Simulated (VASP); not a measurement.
Runs of VASP 6.6.1 on HgTe. The structure is that of space group Fm-3m (No. 225), or close to it. The cells are those of the table. 

```tsv
task	cell	gap on the mesh (eV)	pressure (GPa)	largest force (eV/Å)
electric field gradients	a = 4.076 Å, angles 60.0°, 2 atoms	none	15.1	-
electric field gradients	a = 4.132 Å, angles 60.0°, 2 atoms	none	11.1	0.52
electric field gradients	a = 4.142, b = 4.142, c = 4.111 Å, angles 60.2, 60.2, 59.5°, 2 atoms	none	10.7	-
single point	a = 4.104 Å, angles 60.0°, 2 atoms	none	12.8	-
single point	a = 4.076 Å, angles 60.0°, 2 atoms	none	15.1	-
single point	a = 4.153, b = 4.153, c = 4.091 Å, angles 60.5, 60.5, 59.0°, 2 atoms	none	10.8	-
electric field gradients	a = 4.186 Å, angles 60.0°, 2 atoms	none	7.2	-
single point	a = 4.142, b = 4.142, c = 4.111 Å, angles 60.2, 60.2, 59.5°, 2 atoms	none	10.7	-
single point	a = 4.132 Å, angles 60.0°, 2 atoms	none	11.1	0.52
electric field gradients	a = 4.153, b = 4.153, c = 4.091 Å, angles 60.5, 60.5, 59.0°, 2 atoms	none	10.8	-
single point	a = 4.186 Å, angles 60.0°, 2 atoms	none	7.2	-
electric field gradients	a = 4.159 Å, angles 60.0°, 2 atoms	none	(a)	-
```

Alike in all rows: level PBE; potentials or basis VASP PAW PBE potentials, release 64 (Hg, Te); no spin polarisation; k mesh 12 × 12 × 12; cutoff (eV) 520; smearing fermi-dirac 0.08 eV.

Task: Estimate the missing entries.

Result: (a) 8.8.

Caveats: spin-orbit coupling is left out, which moves the levels of the heavy elements.

A k mesh can miss the band edges, and the runs leave out spin-orbit coupling on Hg, Te.

A gap of «none» marks levels without a gap at the run's occupations.
